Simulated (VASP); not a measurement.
A run of VASP 6.6.1:

INCAR

```
ALGO = Normal
EDIFF = 1E-8
ENCUT = 520
GGA = PE
ISIF = 2
ISMEAR = -1
LASPH = True
LCHARG = False
LEFG = True
LREAL = False
LWAVE = False
NBANDS = 20
NELM = 60
PREC = Accurate
SIGMA = 0.08
```

The input KPOINTS:

```
k-points
0
Gamma
  13 13 7
```

File POSCAR:

```
SnO2
1.0
    3.2281997375      0.0000000000      0.0000000000
   -1.6140998687      2.7957029812      0.0000000000
    0.0000000000      0.0000000000      5.4923491137
Sn O
1 2
Direct
    0.0000000000      0.0000000000      0.0000000000
    0.3333333333      0.6666666667      0.1841559794
    0.6666666667      0.3333333333      0.8158440206
```

Potentials or basis: VASP PAW PBE potentials, release 64 (Sn_d, O).

Run with:

```sh
$ cat potpaw_PBE.64/Sn_d/POTCAR potpaw_PBE.64/O/POTCAR > POTCAR
$ mpirun -np 1 vasp_std > vasp.out
```

Hardware: 1 thread of Intel(R) Xeon(R) 6975P-C (Granite Rapids) (shared host).

**Question.** How long does it take, and how much memory?

**Answer.** Wall time 35 s on 1 thread of Intel(R) Xeon(R) 6975P-C (Granite Rapids) (shared host), peak memory 0.24 GiB. Counts: scf iterations 16, k points 126.
